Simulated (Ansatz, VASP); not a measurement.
# Two plane-wave programs on YN

```xyz
2
Lattice="0.0000 2.4385 2.4385 2.4385 0.0000 2.4385 2.4385 2.4385 0.0000" Properties=species:S:1:pos:R:3 pbc="T T T"
Y     0.0000    0.0000    0.0000
N     2.4385    2.4385    2.4385
```

Alike in both runs: task electric field gradients; functional PBE; k mesh 9 × 9 × 9; occupations fermi-dirac, width 0.03 eV; non-collinear spin, spin-orbit coupling.

|  | VASP | Ansatz |
| --- | --- | --- |
| version | VASP 6.6.1 | Ansatz 0.2.0 |
| potentials or method | VASP PAW PBE potentials, release 64 (Y_sv, N) | PAW with Ansatz's default frozen-core files, fully relativistic files with spin-orbit coupling |
| plane-wave cutoff (eV) | 520 | 420 |
| valence electrons in the cell | 16 | 16 |

VASP gave:

```
pressure (GPa)           : 2.8
net moment per atom (μB) : 0.00
```

Q: Which values does Ansatz return?

A: Pressure (GPa): 3.0; net moment per atom (μB): 0.00.
